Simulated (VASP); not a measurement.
# NaHgI3 (Pm-3m) in VASP: single point with r2SCAN+rVV10

Aim: the single point of NaHgI3 with r2SCAN+rVV10.

All numbers are computed with VASP 6.6.1; they aren't measurements. Logs are shortened: lines on timing, memory, paths and dates and some standing lists are left out, and cuts for length are marked.

## 1. The cell of the first run

Symmetry: Pm-3m, No. 221, cubic system. Conventional cell: a = 5.912 Å, b = 5.912 Å, c = 5.912 Å, α = 90.00°, β = 90.00°, γ = 90.00°. Na (site symmetry m-3m) has 12 I at 4.18 Å and 8 Hg at 5.12 Å within 5.5 Å. Hg (site symmetry m-3m) has 6 I at 2.96 Å within 3.9 Å. Within 3.9 Å of I (site symmetry 4/mmm) lie 2 Hg at 2.96 Å.

## 2. Single point, r2SCAN+rVV10

POSCAR

```
NaHgI3
1.0
    5.9119698884      0.0000000000      0.0000000000
    0.0000000000      5.9119698884      0.0000000000
    0.0000000000      0.0000000000      5.9119698884
Na Hg I
1 1 3
Direct
    0.0000000000      0.0000000000      0.0000000000
    0.5000000000      0.5000000000      0.5000000000
    0.5000000000      0.5000000000      0.0000000000
    0.5000000000      0.0000000000      0.5000000000
    0.0000000000      0.5000000000      0.5000000000
```

INCAR.step1

```
  PREC = Accurate
  ENCUT = 520
  ISMEAR = -1
  SIGMA = 0.03
  LREAL = False
  LASPH = True
  NELM = 100
  NBANDS = 28
  GGA = PE
  ALGO = Normal
  EDIFF = 1E-4
  LWAVE = True
  LCHARG = False
```

INCAR.step2

```
  PREC = Accurate
  ENCUT = 520
  EDIFF = 1E-6
  ISMEAR = -1
  SIGMA = 0.03
  LREAL = False
  LASPH = True
  NELM = 100
  ALGO = Normal
  ISIF = 2
  LWAVE = False
  LCHARG = False
  METAGGA = R2SCAN
  LMIXTAU = True
  LUSE_VDW = True
  IVDW_NL = 2
  BPARAM = 11.95
  CPARAM = 0.0093
  NBANDS = 28
  ISTART = 1
```

KPOINTS

```
Automatic mesh
0
Gamma
  6 6 6
```

Potentials or basis: VASP PAW PBE potentials, release 64 (Na_pv, Hg, I).

Started as:

```bash
> cat potpaw_PBE.64/Na_pv/POTCAR potpaw_PBE.64/Hg/POTCAR potpaw_PBE.64/I/POTCAR > POTCAR
> cp INCAR.step1 INCAR
> mpirun -np 1 vasp_std > vasp.out
> cp INCAR.step2 INCAR
> mpirun -np 1 vasp_std > vasp.out
```

OUTCAR:

```text
PREC = Accurate
   ENCUT = 520
   EDIFF = 1E-6
   ISMEAR = -1
   LREAL = False
   LASPH = True
   NELM = 100
   ISIF = 2
   METAGGA = R2SCAN
   IVDW_NL = 2
   BPARAM = 11.95
   ISTART = 1

 ion  position               nearest neighbor table
   1  0.000  0.000  0.000-
   2  0.500  0.500  0.500-   3 2.96   4 2.96   5 2.96   3 2.96   4 2.96   5 2.96
   3  0.500  0.500  0.000-   2 2.96   2 2.96
   4  0.500  0.000  0.500-   2 2.96   2 2.96
   5  0.000  0.500  0.500-   2 2.96   2 2.96

  LATTYP: Found a simple cubic cell.
 ALAT       =     5.9119698884

  Lattice vectors:

 A1 = (   5.9119698884,   0.0000000000,   0.0000000000)
 A2 = (   0.0000000000,   5.9119698884,   0.0000000000)
 A3 = (   0.0000000000,   0.0000000000,   5.9119698884)

Analysis of symmetry for initial positions (statically):
=====================================================================
 Subroutine PRICEL returns:
 Original cell was already a primitive cell.

 Routine SETGRP: Setting up the symmetry group for a
 simple cubic supercell.

 Subroutine GETGRP returns: Found 48 space group operations
 (whereof 48 operations were pure point group operations)
 out of a pool of 48 trial point group operations.

The static configuration has the point symmetry O_h .

Analysis of symmetry for dynamics (positions and initial velocities):
=====================================================================
 Subroutine PRICEL returns:
 Original cell was already a primitive cell.

 Routine SETGRP: Setting up the symmetry group for a
 simple cubic supercell.

 Subroutine GETGRP returns: Found 48 space group operations
 (whereof 48 operations were pure point group operations)
 out of a pool of 48 trial point group operations.

The dynamic configuration has the point symmetry O_h .

 Subroutine INISYM returns: Found 48 space group operations
 (whereof 48 operations are pure point group operations),
 and found     1 'primitive' translations

----------------------------------------------------------------------------------------

                                     Primitive cell

  volume of cell :     206.6316
[... 85 lines left out ...]
   LNONCOLLINEAR =      F non collinear calculations
   LSORBIT =      F    spin-orbit coupling
   LASPH  =      T    aspherical Exc in radial PAW
   ENCUT  =  520.0 eV  38.22 Ry    6.18 a.u.  10.99 10.99 10.99*2*pi/ulx,y,z
   NELM   =    100;   NELMIN=  2; NELMDL=  0     # of ELM steps
   EDIFF  = 0.1E-05   stopping-criterion for ELM
   LREAL  =      F    real-space projection
   EDIFFG = 0.1E-04   stopping-criterion for IOM
   NSW    =      0    number of steps for IOM
   IBRION =     -1    ionic relax: 0-MD 1-quasi-New 2-CG
   NFREE  =      0    steps in history (QN), initial steepest desc. (CG)
   ISIF   =      2    stress and relaxation
   ISYM   =      2    0-nonsym 1-usesym 2-fastsym
   POTIM  = 0.5000    time-step for ionic-motion
   TEBEG  =    0.0;   TEEND  =   0.0 temperature during run
   PSTRESS=    0.0 pullay stress
   NELECT =      40.0000    total number of electrons
   NUPDOWN=      -1.0000    fix difference up-down
   EMIN   =  10.00;   EMAX   =-10.00  energy-range for DOS
   EFERMI =   0.00;   METHOD = LEGACY
   ISMEAR =    -1;   SIGMA  =   0.03  broadening in eV -4-tet -1-fermi 0-gaus
   EFERMI_NEDOS =   21; number of points for ismear=-14 and -15
   IALGO  =     38    algorithm
   IMIX   =      4    mixing-type and parameters
     AMIX     =   0.40;   BMIX     =  1.00
     AMIX_MAG =   1.60;   BMIX_MAG =  1.00
  volume/ion in A,a.u.               =      41.33       278.88
  Fermi-wavevector in a.u.,A,eV,Ry     =   0.947028  1.789623 12.202537  0.896861
  Thomas-Fermi vector in A             =   2.075082
   LORBIT       =      0    0 simple, 1 ext, 2 COOP (PROOUT), +10 PAW based schemes
   METAGGA = R2SCAN    functional components
   LHFCALC =     F    Hartree Fock is set to
   AEXX    =    0.0000 exact exchange contribution
   IVDW_NL    =     2    kernel type
   BPARAM     =11.9500
   IVDW    =     0    specifies the selected vdW correction
   LEPSILON=     F    determine dielectric tensor
   LRPA    =     F    only Hartree local field effects (RPA)
 non-spin polarized calculation
  energy-cutoff  :      520.00
  volume of cell :      206.63
 maximum number of plane-waves:      5616
 NGX is ok and might be reduce to    48
   NGX = 21   NGY = 21   NGZ = 21

 number of electron      39.9999997 magnetization

 Free energy of the ion-electron system (eV)
  ---------------------------------------------------
  ext. energy  EPLUGINS =         0.00000000
  ---------------------------------------------------
  free energy    TOTEN  =      -128.03392807 eV

  energy without entropy =     -128.03048355  energy(sigma->0) =     -128.03220581

 E-fermi :   1.0904     XC(G=0):  -7.9239

 val. band max:        1.0640672757   @ k =   0.1667   0.1667   0.0000
 cond. band min:       1.1537424680   @ k =   0.5000   0.5000   0.0000
 fundamental gap:      0.0896751923
 Fermi energy:         1.0904416405

 k-point     1 :       0.0000    0.0000    0.0000
  band No.  band energies     occupation
      1     -24.4833      2.00000
      2     -24.4833      2.00000
      3     -24.4833      2.00000
      4     -11.6349      2.00000
      5     -10.9252      2.00000
      6     -10.9252      2.00000
[... 609 lines left out ...]
     27       8.5239      0.00000
     28       8.5239      0.00000

------------------------ aborting loop because EDIFF is reached ----------------------------------------

  FORCE on cell =-STRESS in cart. coord.  units (eV):
  Direction    XX          YY          ZZ          XY          YZ          ZX
  --------------------------------------------------------------------------------------
  -------------------------------------------------------------------------------------
  Total        0.0636511      0.0636511      0.0636511     -0.0000000     -0.0000000     -0.0000000
  in kB        0.4935373      0.4935373      0.4935373     -0.0000000     -0.0000000     -0.0000000
  external PRESSURE =       0.4935373 kB  Pullay stress =       0.0000000 kB

 VOLUME and BASIS-vectors are now :
 -----------------------------------------------------------------------------
  energy-cutoff  :      520.00
  volume of cell :      206.63
      direct lattice vectors                 reciprocal lattice vectors
     5.911969888  0.000000000  0.000000000     0.169148358  0.000000000  0.000000000
     0.000000000  5.911969888  0.000000000     0.000000000  0.169148358  0.000000000
     0.000000000  0.000000000  5.911969888     0.000000000  0.000000000  0.169148358

 POSITION                                       TOTAL-FORCE (eV/Angst)
 -----------------------------------------------------------------------------------
      0.00000      0.00000      0.00000         0.000000      0.000000      0.000000
      2.95598      2.95598      2.95598         0.000000      0.000000      0.000000
      2.95598      2.95598      0.00000         0.000000      0.000000      0.000000
      2.95598      0.00000      2.95598         0.000000      0.000000      0.000000
      0.00000      2.95598      2.95598         0.000000      0.000000      0.000000
 -----------------------------------------------------------------------------------
    total drift:                                0.000000     -0.000000     -0.000000

  FREE ENERGIE OF THE ION-ELECTRON SYSTEM (eV)
  ---------------------------------------------------
  free  energy   TOTEN  =      -128.0339280734 eV

  energy  without entropy=     -128.0304835525  energy(sigma->0) =     -128.03220581
```

OUTCAR.step1:

```text
PREC = Accurate
   ENCUT = 520
   ISMEAR = -1
   LREAL = False
   LASPH = True
   NELM = 100
[... 844 lines left out ...]
      2.95598      2.95598      0.00000         0.000000      0.000000      0.000000
      2.95598      0.00000      2.95598         0.000000      0.000000      0.000000
      0.00000      2.95598      2.95598         0.000000      0.000000      0.000000
 -----------------------------------------------------------------------------------
    total drift:                                0.000000     -0.000000     -0.000000

  FREE ENERGIE OF THE ION-ELECTRON SYSTEM (eV)
  ---------------------------------------------------
  free  energy   TOTEN  =        -8.3319288587 eV

  energy  without entropy=       -8.3302030206  energy(sigma->0) =       -8.33106594
```

OSZICAR.step1:

```text
N       E                     dE             d eps       ncg     rms          rms(c)
DAV:   1     0.292183880337E+03    0.29218E+03   -0.16702E+04  1120   0.122E+03
DAV:   2     0.149604165436E+02   -0.27722E+03   -0.26573E+03  1304   0.279E+02
DAV:   3    -0.844396576736E+01   -0.23404E+02   -0.23054E+02  1340   0.853E+01
DAV:   4    -0.905885628255E+01   -0.61489E+00   -0.61405E+00  1460   0.142E+01
DAV:   5    -0.907093408500E+01   -0.12078E-01   -0.12076E-01  1392   0.205E+00    0.786E+00
DAV:   6    -0.842546873260E+01    0.64547E+00   -0.10722E+00  1244   0.984E+00    0.665E+00
DAV:   7    -0.834136305783E+01    0.84106E-01   -0.49916E-01  1320   0.342E+00    0.285E+00
DAV:   8    -0.833358812514E+01    0.77749E-02   -0.64948E-02  1208   0.210E+00    0.642E-01
DAV:   9    -0.833250030515E+01    0.10878E-02   -0.13271E-02  1212   0.104E+00    0.198E-01
DAV:  10    -0.833190414944E+01    0.59616E-03   -0.23261E-03  1208   0.427E-01    0.101E-01
DAV:  11    -0.833201671913E+01   -0.11257E-03   -0.21372E-03  1192   0.310E-01    0.731E-02
DAV:  12    -0.833192885866E+01    0.87860E-04   -0.28016E-04  1112   0.143E-01
   1 F= -.83319289E+01 E0= -.83310659E+01  d E =-.172584E-02
```

Wall time 9.5 min (1 thread of Intel Xeon Platinum 8259CL at 2.50GHz (Skylake/Cascade Lake), shared host); peak memory 0.82 GiB.

Results:

- Free energy: -128.0339 eV
- Pressure: 0.0 GPa
- Band gap on the k mesh: zero (bands 20 and 21 overlap by 1.04 eV)

Caveat: the PAW data sets were made with another functional, which shifts forces and pressure a little; spin-orbit coupling is left out, which moves the levels of the heavy elements.

The gap in the log of VASP goes by the Fermi energy; the results here count the filled bands.